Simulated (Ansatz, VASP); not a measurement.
One calculation of Ge, two programs

```
Ge
1.0
     3.99759    0.00000    0.00000
    -1.99879    3.46201    0.00000
     0.00000    0.00000    6.59938
Ge
4
Direct
  0.33333 0.66667 0.93710
  0.66667 0.33333 0.43710
  0.33333 0.66667 0.56290
  0.66667 0.33333 0.06290
```

Alike in both runs: task single point; functional PBEsol; k mesh 8 × 8 × 4; occupations fermi-dirac, width 0.05 eV; no spin polarisation.

|  | VASP | Ansatz |
| --- | --- | --- |
| version | VASP 6.6.1 | Ansatz 0.2.0 |
| potentials or method | VASP PAW PBE potentials, release 64 (Ge_d), cutoff 520 eV | all-electron LAPW, scalar-relativistic |

|  | VASP | Ansatz | Ansatz less VASP |
| --- | --- | --- | --- |
| gap on the k mesh at the Fermi level (eV) | 0.10 | 0.11 | +0.001 |
| least direct gap on the mesh (eV) | 0.16 | 0.17 | +0.004 |
| pressure (GPa) | -0.1 | 0.0 | +0.12 |
| traceless stress, the component that is largest in VASP (GPa) | -0.21 | -0.21 | -0.002 |

VASP's potentials were made for PBE, not for PBEsol. Ansatz ran all-electron here, and VASP with PAW potentials.
